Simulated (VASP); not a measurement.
# Cu3N (Pm-3m) in VASP: notebook, part 2 of 3

VASP 6.6.1. Earlier steps stand in the parts before.

## 3. Single point, LDA

File INCAR:

```
SYSTEM = Cu3N
PREC = Accurate
ENCUT = 600
EDIFF = 1E-6
ISMEAR = -1
SIGMA = 0.02
LREAL = .False.
LASPH = .True.
NELM = 120
ALGO = Normal
ISIF = 2
LWAVE = .False.
LCHARG = .True.
LELF = .True.
LVHAR = .True.
NBANDS = 27
GGA_COMPAT = .False.
```

File KPOINTS:

```
regular mesh
0
Gamma
  6 6 6
  0 0 0
```

File POSCAR:

```
Cu3N
1.0
    3.7893700930      0.0000000000      0.0000000000
    0.0000000000      3.7893700930      0.0000000000
    0.0000000000      0.0000000000      3.7893700930
Cu N
3 1
Direct
    0.5000000000      0.0000000000      0.0000000000
    0.0000000000      0.5000000000      0.0000000000
    0.0000000000      0.0000000000      0.5000000000
    0.0000000000      0.0000000000      0.0000000000
```

Potentials or basis: VASP PAW LDA potentials, release 64 (Cu, N).

Command:

```console
> cat potpaw_LDA.64/Cu/POTCAR potpaw_LDA.64/N/POTCAR > POTCAR
> mpirun -np 1 vasp_std > vasp.out
```

OUTCAR:

```text
SYSTEM = Cu3N
   PREC = Accurate
   ENCUT = 600
   EDIFF = 1E-6
   ISMEAR = -1
   LREAL = .False.
   LASPH = .True.
   NELM = 120
   ISIF = 2

 ion  position               nearest neighbor table
   1  0.500  0.000  0.000-   4 1.89   4 1.89   2 2.68   3 2.68   2 2.68   2 2.68   3 2.68   3 2.68
                             3 2.68   2 2.68
   2  0.000  0.500  0.000-   4 1.89   4 1.89   1 2.68   3 2.68   1 2.68   3 2.68   3 2.68   3 2.68
                             1 2.68   1 2.68
   3  0.000  0.000  0.500-   4 1.89   4 1.89   1 2.68   1 2.68   2 2.68   2 2.68   2 2.68   2 2.68
                             1 2.68   1 2.68
   4  0.000  0.000  0.000-   1 1.89   2 1.89   3 1.89   3 1.89   2 1.89   1 1.89

  LATTYP: Found a simple cubic cell.
 ALAT       =     3.7893700930

  Lattice vectors:

 A1 = (   3.7893700930,   0.0000000000,   0.0000000000)
 A2 = (   0.0000000000,   3.7893700930,   0.0000000000)
 A3 = (   0.0000000000,   0.0000000000,   3.7893700930)

Analysis of symmetry for initial positions (statically):
=====================================================================
 Subroutine PRICEL returns:
 Original cell was already a primitive cell.

 Routine SETGRP: Setting up the symmetry group for a
 simple cubic supercell.

 Subroutine GETGRP returns: Found 48 space group operations
 (whereof 48 operations were pure point group operations)
 out of a pool of 48 trial point group operations.

The static configuration has the point symmetry O_h .

Analysis of symmetry for dynamics (positions and initial velocities):
=====================================================================
 Subroutine PRICEL returns:
 Original cell was already a primitive cell.

 Routine SETGRP: Setting up the symmetry group for a
 simple cubic supercell.

 Subroutine GETGRP returns: Found 48 space group operations
 (whereof 48 operations were pure point group operations)
 out of a pool of 48 trial point group operations.

The dynamic configuration has the point symmetry O_h .

 Subroutine INISYM returns: Found 48 space group operations
 (whereof 48 operations are pure point group operations),
 and found     1 'primitive' translations

----------------------------------------------------------------------------------------

                                     Primitive cell

  volume of cell :      54.4128

  direct lattice vectors                    reciprocal lattice vectors
     3.789370093  0.000000000  0.000000000     0.263896103  0.000000000  0.000000000
     0.000000000  3.789370093  0.000000000     0.000000000  0.263896103  0.000000000
     0.000000000  0.000000000  3.789370093     0.000000000  0.000000000  0.263896103

  length of vectors
     3.789370093  3.789370093  3.789370093     0.263896103  0.263896103  0.263896103

  position of ions in fractional coordinates (direct lattice)
     0.500000000  0.000000000  0.000000000
     0.000000000  0.500000000  0.000000000
     0.000000000  0.000000000  0.500000000
     0.000000000  0.000000000  0.000000000

  ion indices of the primitive-cell ions
   primitive index   ion index
                 1           1
                 2           2
                 3           3
                 4           4

----------------------------------------------------------------------------------------

 KPOINTS: regular mesh

Automatic generation of k-mesh.
 Grid dimensions read from file:
 generate k-points for:    6    6    6

 Generating k-lattice:

  Cartesian coordinates                     Fractional coordinates (reciprocal lattice)
     0.043982684  0.000000000  0.000000000     0.166666667  0.000000000  0.000000000
     0.000000000  0.043982684  0.000000000     0.000000000  0.166666667  0.000000000
     0.000000000  0.000000000  0.043982684     0.000000000  0.000000000  0.166666667

  Length of vectors
     0.043982684  0.043982684  0.043982684

  Shift w.r.t. Gamma in fractional coordinates (k-lattice)
     0.000000000  0.000000000  0.000000000

 Subroutine IBZKPT returns following result:
 ===========================================

 Found     20 irreducible k-points:

 Following reciprocal coordinates:
            Coordinates               Weight
  0.000000  0.000000  0.000000      1.000000
  0.166667  0.000000  0.000000      6.000000
  0.333333  0.000000  0.000000      6.000000
  0.500000  0.000000  0.000000      3.000000
  0.166667  0.166667  0.000000     12.000000
  0.333333  0.166667  0.000000     24.000000
[... 12 lines left out ...]
  0.500000  0.500000  0.333333      6.000000
  0.500000  0.500000  0.500000      1.000000
   k-points           NKPTS =     20   k-points in BZ     NKDIM =     20   number of bands    NBANDS=     27
   number of dos      NEDOS =    301   number of ions     NIONS =      4
   total plane-waves  NPLWV =  27000
   dimension x,y,z NGX =    30 NGY =   30 NGZ =   30
   dimension x,y,z NGXF=    60 NGYF=   60 NGZF=   60
   ions per type =               3   1
   NGX,Y,Z   is equivalent  to a cutoff of  13.16, 13.16, 13.16 a.u.
   NGXF,Y,Z  is equivalent  to a cutoff of  26.32, 26.32, 26.32 a.u.
 SYSTEM =  Cu3N
   PREC   = accura    normal or accurate (medium, high low for compatibility)
   ISTART =      0    job   : 0-new  1-cont  2-samecut
   ICHARG =      2    charge: 1-file 2-atom 10-const
   ISPIN  =      1    spin polarized calculation?
   LNONCOLLINEAR =      F non collinear calculations
   LSORBIT =      F    spin-orbit coupling
   LASPH  =      T    aspherical Exc in radial PAW
   ENCUT  =  600.0 eV  44.10 Ry    6.64 a.u.   7.57  7.57  7.57*2*pi/ulx,y,z
   NELM   =    120;   NELMIN=  2; NELMDL= -5     # of ELM steps
   EDIFF  = 0.1E-05   stopping-criterion for ELM
   LREAL  =      F    real-space projection
   EDIFFG = 0.1E-04   stopping-criterion for IOM
   NSW    =      0    number of steps for IOM
   IBRION =     -1    ionic relax: 0-MD 1-quasi-New 2-CG
   NFREE  =      0    steps in history (QN), initial steepest desc. (CG)
   ISIF   =      2    stress and relaxation
   ISYM   =      2    0-nonsym 1-usesym 2-fastsym
   POTIM  = 0.5000    time-step for ionic-motion
   TEBEG  =    0.0;   TEEND  =   0.0 temperature during run
   PSTRESS=    0.0 pullay stress
   NELECT =      38.0000    total number of electrons
   NUPDOWN=      -1.0000    fix difference up-down
   EMIN   =  10.00;   EMAX   =-10.00  energy-range for DOS
   EFERMI =   0.00;   METHOD = LEGACY
   ISMEAR =    -1;   SIGMA  =   0.02  broadening in eV -4-tet -1-fermi 0-gaus
   EFERMI_NEDOS =   21; number of points for ismear=-14 and -15
   IALGO  =     38    algorithm
   IMIX   =      4    mixing-type and parameters
     AMIX     =   0.40;   BMIX     =  1.00
     AMIX_MAG =   1.60;   BMIX_MAG =  1.00
  volume/ion in A,a.u.               =      13.60        91.80
  Fermi-wavevector in a.u.,A,eV,Ry     =   1.452454  2.744740 28.703152  2.109622
  Thomas-Fermi vector in A             =   2.569834
   LORBIT       =      0    0 simple, 1 ext, 2 COOP (PROOUT), +10 PAW based schemes
   GGA     = CA    functional components
   LHFCALC =     F    Hartree Fock is set to
   AEXX    =    0.0000 exact exchange contribution
   IVDW    =     0    specifies the selected vdW correction
   LEPSILON=     F    determine dielectric tensor
   LRPA    =     F    only Hartree local field effects (RPA)
 non-spin polarized calculation
  energy-cutoff  :      600.00
  volume of cell :       54.41
 maximum number of plane-waves:      1856
   NGX = 15   NGY = 15   NGZ = 15

 number of electron      37.9999983 magnetization

 Free energy of the ion-electron system (eV)
  ---------------------------------------------------
  ext. energy  EPLUGINS =         0.00000000
  ---------------------------------------------------
  free energy    TOTEN  =       -22.10940240 eV

  energy without entropy =      -22.10928817  energy(sigma->0) =      -22.10934528

 E-fermi :   4.9176     XC(G=0): -11.2745

 val. band max:        4.8407212730   @ k =   0.5000   0.5000   0.5000
 cond. band min:       4.9945165980   @ k =   0.5000   0.5000   0.0000
 fundamental gap:      0.1537953250
 Fermi energy:         4.9175862715

 k-point     1 :       0.0000    0.0000    0.0000
  band No.  band energies     occupation
      1     -11.9426      2.00000
      2      -0.5318      2.00000
      3      -0.0274      2.00000
      4      -0.0274      2.00000
      5      -0.0274      2.00000
      6       0.8454      2.00000
[... 589 lines left out ...]
     26      12.9328      0.00000
     27      15.7302      0.00000

------------------------ aborting loop because EDIFF is reached ----------------------------------------

  FORCE on cell =-STRESS in cart. coord.  units (eV):
  Direction    XX          YY          ZZ          XY          YZ          ZX
  --------------------------------------------------------------------------------------
  -------------------------------------------------------------------------------------
  Total       -2.0837776     -2.0837776     -2.0837776      0.0000000      0.0000000     -0.0000000
  in kB      -61.3565413    -61.3565413    -61.3565413      0.0000000      0.0000000     -0.0000000
  external PRESSURE =     -61.3565413 kB  Pullay stress =       0.0000000 kB

 VOLUME and BASIS-vectors are now :
 -----------------------------------------------------------------------------
  energy-cutoff  :      600.00
  volume of cell :       54.41
      direct lattice vectors                 reciprocal lattice vectors
     3.789370093  0.000000000  0.000000000     0.263896103  0.000000000  0.000000000
     0.000000000  3.789370093  0.000000000     0.000000000  0.263896103  0.000000000
     0.000000000  0.000000000  3.789370093     0.000000000  0.000000000  0.263896103

 POSITION                                       TOTAL-FORCE (eV/Angst)
 -----------------------------------------------------------------------------------
      1.89469      0.00000      0.00000         0.000000      0.000000      0.000000
      0.00000      1.89469      0.00000         0.000000      0.000000      0.000000
      0.00000      0.00000      1.89469         0.000000      0.000000      0.000000
      0.00000      0.00000      0.00000         0.000000      0.000000      0.000000
 -----------------------------------------------------------------------------------
    total drift:                                0.000000      0.000000      0.000000

  FREE ENERGIE OF THE ION-ELECTRON SYSTEM (eV)
  ---------------------------------------------------
  free  energy   TOTEN  =       -22.1094023980 eV

  energy  without entropy=      -22.1092881686  energy(sigma->0) =      -22.10934528
```

OSZICAR:

```text
N       E                     dE             d eps       ncg     rms          rms(c)
DAV:   1     0.313150939357E+03    0.31315E+03   -0.19141E+04  1104   0.253E+03
DAV:   2     0.137594186865E+02   -0.29939E+03   -0.28514E+03  1080   0.396E+02
DAV:   3    -0.252442750676E+02   -0.39004E+02   -0.37090E+02  1387   0.173E+02
DAV:   4    -0.268391496548E+02   -0.15949E+01   -0.15732E+01  1479   0.380E+01
DAV:   5    -0.268535085614E+02   -0.14359E-01   -0.14352E-01  1452   0.371E+00    0.161E+01
DAV:   6    -0.247821129041E+02    0.20714E+01   -0.40194E+01  1434   0.144E+02    0.106E+01
DAV:   7    -0.221332921169E+02    0.26488E+01   -0.10192E+01  1318   0.808E+01    0.246E+00
DAV:   8    -0.221443370204E+02   -0.11045E-01   -0.75579E-01  1495   0.656E+00    0.135E+00
DAV:   9    -0.221114974859E+02    0.32840E-01   -0.37463E-02  1474   0.286E+00    0.365E-01
DAV:  10    -0.221098479972E+02    0.16495E-02   -0.11842E-02  1480   0.182E+00    0.141E-01
DAV:  11    -0.221095019341E+02    0.34606E-03   -0.22783E-03  1525   0.644E-01    0.669E-02
DAV:  12    -0.221093986067E+02    0.10333E-03   -0.41569E-04  1643   0.219E-01    0.202E-02
DAV:  13    -0.221094033036E+02   -0.46969E-05   -0.57292E-05  1303   0.588E-02    0.102E-02
DAV:  14    -0.221094023980E+02    0.90561E-06   -0.32884E-06  1079   0.200E-02
   1 F= -.22109402E+02 E0= -.22109345E+02  d E =-.114229E-03
```

Run time: 20 s. Hardware: 1 thread of Intel Xeon Platinum 8488C (Sapphire Rapids), shared host; peak memory 0.16 GiB.

What came out:

```
Free energy            : -22.1094 eV
Pressure               : -6.1 GPa
Band gap on the k mesh : 0.15 eV (least direct gap 0.70 eV)
```

Caveat: the cell stands under tension; semilocal functionals underestimate gaps, and a narrow one can read as zero. A k mesh can miss the band edges.

## 4. Single point, PBEsol

This run uses another cell than the first one, of 13.36 Å³/atom.

File INCAR:

```
PREC     = Accurate       # precision mode
ENCUT    = 600            # plane-wave cutoff, eV
EDIFF    = 1E-6           # SCF threshold, eV
ISMEAR   = -1             # smearing method
SIGMA    = 0.02           # smearing width, eV
LREAL    = False          # projectors in reciprocal space
LASPH    = True           # aspherical terms in the spheres
NELM     = 120            # most SCF steps
ALGO     = Normal         # electronic algorithm
ISIF     = 2              # what is computed and relaxed
LWAVE    = False          # write WAVECAR
LCHARG   = False          # write CHGCAR
GGA      = PS             # functional
NBANDS   = 27             # bands
GGA_COMPAT= False
```

File KPOINTS:

```
Automatic mesh
0
Gamma
  6 6 6
```

File POSCAR:

```
Cu3N
1.0
    3.7663919474      0.0000000000      0.0000000000
    0.0000000000      3.7663919474      0.0000000000
    0.0000000000      0.0000000000      3.7663919474
Cu N
3 1
Direct
    0.5000000000      0.0000000000      0.0000000000
    0.0000000000      0.5000000000      0.0000000000
    0.0000000000      0.0000000000      0.5000000000
    0.0000000000      0.0000000000      0.0000000000
```

Potentials or basis: VASP PAW PBE potentials, release 64 (Cu, N).

Command:

```console
> cat potpaw_PBE.64/Cu/POTCAR potpaw_PBE.64/N/POTCAR > POTCAR
> mpirun -np 1 vasp_std > vasp.out
```

OUTCAR:

```text
PREC = Accurate
   ENCUT = 600
   EDIFF = 1E-6
   ISMEAR = -1
   LREAL = False
   LASPH = True
   NELM = 120
   ISIF = 2
   GGA = PS

 ion  position               nearest neighbor table
   1  0.500  0.000  0.000-   4 1.88   4 1.88   2 2.66   3 2.66   2 2.66   2 2.66   3 2.66   3 2.66
                             3 2.66   2 2.66
   2  0.000  0.500  0.000-   4 1.88   4 1.88   1 2.66   3 2.66   1 2.66   3 2.66   3 2.66   3 2.66
                             1 2.66   1 2.66
   3  0.000  0.000  0.500-   4 1.88   4 1.88   1 2.66   1 2.66   2 2.66   2 2.66   2 2.66   2 2.66
                             1 2.66   1 2.66
   4  0.000  0.000  0.000-   1 1.88   2 1.88   3 1.88   3 1.88   2 1.88   1 1.88

  LATTYP: Found a simple cubic cell.
 ALAT       =     3.7663919474

  Lattice vectors:

 A1 = (   3.7663919474,   0.0000000000,   0.0000000000)
 A2 = (   0.0000000000,   3.7663919474,   0.0000000000)
 A3 = (   0.0000000000,   0.0000000000,   3.7663919474)

Analysis of symmetry for initial positions (statically):
=====================================================================
 Subroutine PRICEL returns:
 Original cell was already a primitive cell.

 Routine SETGRP: Setting up the symmetry group for a
 simple cubic supercell.

 Subroutine GETGRP returns: Found 48 space group operations
 (whereof 48 operations were pure point group operations)
 out of a pool of 48 trial point group operations.

The static configuration has the point symmetry O_h .

Analysis of symmetry for dynamics (positions and initial velocities):
=====================================================================
 Subroutine PRICEL returns:
 Original cell was already a primitive cell.

 Routine SETGRP: Setting up the symmetry group for a
[... 118 lines left out ...]
   EMIN   =  10.00;   EMAX   =-10.00  energy-range for DOS
   EFERMI =   0.00;   METHOD = LEGACY
   ISMEAR =    -1;   SIGMA  =   0.02  broadening in eV -4-tet -1-fermi 0-gaus
   EFERMI_NEDOS =   21; number of points for ismear=-14 and -15
   IALGO  =     38    algorithm
   IMIX   =      4    mixing-type and parameters
     AMIX     =   0.40;   BMIX     =  1.00
     AMIX_MAG =   1.60;   BMIX_MAG =  1.00
  volume/ion in A,a.u.               =      13.36        90.14
  Fermi-wavevector in a.u.,A,eV,Ry     =   1.461315  2.761485 29.054447  2.135442
  Thomas-Fermi vector in A             =   2.577661
   LORBIT       =      0    0 simple, 1 ext, 2 COOP (PROOUT), +10 PAW based schemes
   GGA     = PS    functional components
   LHFCALC =     F    Hartree Fock is set to
   AEXX    =    0.0000 exact exchange contribution
   IVDW    =     0    specifies the selected vdW correction
   LEPSILON=     F    determine dielectric tensor
   LRPA    =     F    only Hartree local field effects (RPA)
 non-spin polarized calculation
  energy-cutoff  :      600.00
  volume of cell :       53.43
 maximum number of plane-waves:      1804
   NGX = 15   NGY = 15   NGZ = 15

 number of electron      38.0000032 magnetization

 Free energy of the ion-electron system (eV)
  ---------------------------------------------------
  ext. energy  EPLUGINS =         0.00000000
  ---------------------------------------------------
  free energy    TOTEN  =       -20.42920939 eV

  energy without entropy =      -20.42851877  energy(sigma->0) =      -20.42886408

 E-fermi :   5.1954     XC(G=0): -11.1952

 val. band max:        5.1780079515   @ k =   0.5000   0.5000   0.5000
 cond. band min:       5.2129323213   @ k =   0.5000   0.5000   0.0000
 fundamental gap:      0.0349243698
 Fermi energy:         5.1953812984

 k-point     1 :       0.0000    0.0000    0.0000
  band No.  band energies     occupation
      1     -11.9901      2.00000
      2      -0.3518      2.00000
      3       0.1393      2.00000
      4       0.1393      2.00000
      5       0.1393      2.00000
      6       1.0783      2.00000
[... 589 lines left out ...]
     26      13.4204      0.00000
     27      16.1268      0.00000

------------------------ aborting loop because EDIFF is reached ----------------------------------------

  FORCE on cell =-STRESS in cart. coord.  units (eV):
  Direction    XX          YY          ZZ          XY          YZ          ZX
  --------------------------------------------------------------------------------------
  -------------------------------------------------------------------------------------
  Total        0.2632119      0.2632119      0.2632119     -0.0000000     -0.0000000      0.0000000
  in kB        7.8929545      7.8929545      7.8929545     -0.0000000     -0.0000000      0.0000000
  external PRESSURE =       7.8929545 kB  Pullay stress =       0.0000000 kB

 VOLUME and BASIS-vectors are now :
 -----------------------------------------------------------------------------
  energy-cutoff  :      600.00
  volume of cell :       53.43
      direct lattice vectors                 reciprocal lattice vectors
     3.766391947  0.000000000  0.000000000     0.265506090  0.000000000  0.000000000
     0.000000000  3.766391947  0.000000000     0.000000000  0.265506090  0.000000000
     0.000000000  0.000000000  3.766391947     0.000000000  0.000000000  0.265506090

 POSITION                                       TOTAL-FORCE (eV/Angst)
 -----------------------------------------------------------------------------------
      1.88320      0.00000      0.00000         0.000000      0.000000      0.000000
      0.00000      1.88320      0.00000         0.000000      0.000000      0.000000
      0.00000      0.00000      1.88320         0.000000      0.000000      0.000000
      0.00000      0.00000      0.00000         0.000000      0.000000      0.000000
 -----------------------------------------------------------------------------------
    total drift:                                0.000000      0.000000      0.000000

  FREE ENERGIE OF THE ION-ELECTRON SYSTEM (eV)
  ---------------------------------------------------
  free  energy   TOTEN  =       -20.4292093915 eV

  energy  without entropy=      -20.4285187721  energy(sigma->0) =      -20.42886408
```

stdout:

```text
POSCAR found type information on POSCAR CuN
 POSCAR found :  2 types and       4 ions
 scaLAPACK will be used
 -----------------------------------------------------------------------------
|                                                                             |
|                                                                             |
|     You enforced a specific xc type in the INCAR file but a different       |
|     I HOPE YOU KNOW WHAT YOU ARE DOING!                                     |
|                                                                             |
 -----------------------------------------------------------------------------

 LDA part: xc-table for (Slater+PW92), standard interpolation
 POSCAR, INCAR and KPOINTS ok, starting setup
 FFT: planning ... GRIDC
 FFT: planning ... GRID_SOFT
 FFT: planning ... GRID
 WAVECAR not read
 entering main loop
```

Run time: 33 s. Hardware: 1 thread of Intel Xeon Platinum 8488C (Sapphire Rapids), shared host; peak memory 0.18 GiB.

Results:

| Property | Result |
| --- | --- |
| Free energy | -20.4292 eV |
| Pressure | 0.8 GPa |
| Band gap on the k mesh | 0.03 eV (least direct gap 0.58 eV) |

Caveat: semilocal functionals underestimate gaps, and a narrow one can read as zero; the PAW data sets were made with another functional, which shifts forces and pressure a little.

(Continued in part 3 of 3.)
